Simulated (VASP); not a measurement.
Here is a VASP 6.6.1 calculation.

Contents of INCAR:

```
SYSTEM = Si
PREC = Accurate ; ENCUT = 520
EDIFF = 1E-7 ; ISMEAR = 0
SIGMA = 0.15 ; LREAL = .False.
LASPH = .True. ; NELM = 80
ALGO = Normal ; ISIF = 2
LWAVE = .False. ; LCHARG = .False.
NBANDS = 8
```

The input KPOINTS:

```
regular mesh
0
Gamma
  30 30 26
  0 0 0
```

The input POSCAR:

```
Si
1.0
    2.7536987871      0.0000000000      0.0000000000
   -1.3768493935      2.3847731040      0.0000000000
    0.0000000000      0.0000000000      2.2170563622
Si
1
Direct
    0.0000000000      0.0000000000      0.0000000000
```

Potentials or basis: VASP PAW LDA potentials, release 64 (Si).

Command:

```sh
$ cat potpaw_LDA.64/Si/POTCAR > POTCAR
$ mpirun -np 1 vasp_std > vasp.out
```

**Question.** Predict the band gap on the k mesh.

**Answer.** Zero (band 2 reaches 17.16 eV, above the bottom of band 3 at 4.75 eV).

**Question.** Predict the pressure.

**Answer.** 7.7 GPa.

Stress tensor (GPa, compression positive):
```
-9.81  0.00  0.00
 0.00 -9.81  0.00
 0.00  0.00 42.79
```
